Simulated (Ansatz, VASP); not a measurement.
## One calculation of SrTe, two programs

Contents of POSCAR:

```
SrTe
1.0
    0.0000000000      3.4185152577      3.4185152577
    3.4185152577      0.0000000000      3.4185152577
    3.4185152577      3.4185152577      0.0000000000
Sr Te
1 1
Direct
    0.0000000000      0.0000000000      0.0000000000
    0.5000000000      0.5000000000      0.5000000000
```

INCAR.step1

```
ALGO = Normal
EDIFF = 1E-5
ENCUT = 550
GGA = PE
GGA_COMPAT = F
ISMEAR = 0
LASPH = T
LCHARG = F
LREAL = F
LWAVE = T
NBANDS = 15
NELM = 120
PREC = Accurate
SIGMA = 0.01
```

The input INCAR.step2:

```
ALGO = Normal
EDIFF = 1E-6
ENCUT = 550
GGA_COMPAT = F
ISIF = 2
ISMEAR = 0
ISTART = 1
LASPH = T
LCHARG = F
LMIXTAU = T
LREAL = F
LWAVE = F
METAGGA = R2SCAN
NBANDS = 15
NELM = 120
PREC = Accurate
SIGMA = 0.01
```

Contents of KPOINTS:

```
k-points
0
Gamma
  6 6 6
```

Input for Ansatz:

```yaml
crystal:
  lattice:
    - [0.0, 3.4185152577, 3.4185152577]
    - [3.4185152577, 0.0, 3.4185152577]
    - [3.4185152577, 3.4185152577, 0.0]
  atoms:
    - { symbol: Sr, position: [0.0, 0.0, 0.0] }
    - { symbol: Te, position: [0.5, 0.5, 0.5] }
kpoints:
  mp_grid: { grid: [6, 6, 6] }
hamiltonian:
  xc: r2scan
scf:
  occupations: { method: fixed }
  n_extra_bands: 4
output:
  forces: true
  stress: true
  eigenvalues: true
```

Alike in both runs: task single point; functional r2SCAN; k mesh 6 × 6 × 6; no spin polarisation.

|  | VASP | Ansatz |
| --- | --- | --- |
| version | VASP 6.6.1 | Ansatz 0.2.0 |
| potentials or method | VASP PAW PBE potentials, release 64 (Sr_sv, Te) | plane waves, PAW |
| plane-wave cutoff (eV) | 550 | 500 |
| occupations | gaussian, width 0.01 eV | fixed |
| valence electrons in the cell | 16 | 26 |

VASP gave:

| Item | Value |
| --- | --- |
| gap on the k mesh at the Fermi level (eV) | 2.28 |
| pressure (GPa) | -1.7 |

Problem. Estimate Ansatz's values.

Solution. gap on the k mesh at the Fermi level (eV): 2.30; pressure (GPa): -1.8.

VASP's potentials were made for PBE, not for r2SCAN. VASP's potentials hold 16 valence electrons a cell and Ansatz's 26, so a difference there can come from the potentials and not from the codes.

Spin-orbit coupling is off throughout.
